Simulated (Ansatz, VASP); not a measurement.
**One calculation of SiGe, two programs**

INCAR

```
PREC     = Accurate       # precision mode
ENCUT    = 520            # plane-wave cutoff, eV
EDIFF    = 1E-7           # SCF threshold, eV
ISMEAR   = 0              # smearing method
SIGMA    = 0.03           # smearing width, eV
LREAL    = False          # projectors in reciprocal space
LASPH    = True           # aspherical terms in the spheres
NELM     = 60             # most SCF steps
ALGO     = Normal         # electronic algorithm
ISIF     = 2              # what is computed and relaxed
LWAVE    = False          # write WAVECAR
LCHARG   = False          # write CHGCAR
GGA      = CA             # functional
NBANDS   = 26             # bands
```

KPOINTS

```
Automatic mesh
0
Gamma
  12 12 6
```

Contents of POSCAR:

```
SiGe
1.0
    3.8694935620      0.0000000000      0.0000000000
   -1.9347467810      3.3510797245      0.0000000000
    0.0000000000      0.0000000000      6.3947485195
Si Ge
2 2
Direct
    0.6666666667      0.3333333333      0.8745031008
    0.3333333333      0.6666666667      0.3745031008
    0.6666666667      0.3333333333      0.5083148150
    0.3333333333      0.6666666667      0.0083148150
```

Input for Ansatz:

```yaml
crystal:
  lattice:
    - [3.869493562, 0.0, 0.0]
    - [-1.934746781, 3.3510797245, 0.0]
    - [0.0, 0.0, 6.3947485195]
  atoms:
    - { symbol: Si, position: [0.6666666667, 0.3333333333, 0.8745031008] }
    - { symbol: Si, position: [0.3333333333, 0.6666666667, 0.3745031008] }
    - { symbol: Ge, position: [0.6666666667, 0.3333333333, 0.508314815] }
    - { symbol: Ge, position: [0.3333333333, 0.6666666667, 0.008314815] }
basis:
  ecutwfc: 420
kpoints:
  mp_grid: { grid: [12, 12, 6] }
hamiltonian:
  xc: lda
  pseudopotentials: { kind: paw, azcp: { folder: soft_1 } }
scf:
  occupations: { method: gaussian, width: 0.03 }
output:
  forces: true
  stress: true
  eigenvalues: true
```

Alike in both runs: task single point; functional LDA; k mesh 12 × 12 × 6; occupations gaussian, width 0.03 eV; no spin polarisation.

|  | VASP | Ansatz |
| --- | --- | --- |
| version | VASP 6.6.1 | Ansatz 0.2.0 |
| potentials or method | VASP PAW LDA potentials, release 64 (Si, Ge_d), cutoff 520 eV | scalar-relativistic, plane waves, PAW |
| valence electrons in the cell | 36 | 36 |

```csv
,VASP,Ansatz,Ansatz less VASP
gap on the k mesh at the Fermi level (eV),0.18,0.18,-0.005
least direct gap on the mesh (eV),0.41,0.40,-0.013
pressure (GPa),0.1,0.0,-0.09
"traceless stress, the component that is largest in VASP (GPa)",2.11,2.11,-0.007
rms of the force components (eV/Å),0.386,0.385,-0.0005
```

Ansatz warns that its potentials were made for another functional, while VASP's fit it. LDA's correlation is that of Perdew and Zunger in VASP and of Perdew and Wang (1992) in Ansatz. Atom by atom the forces differ by 0.001 eV/Å (rms over components).
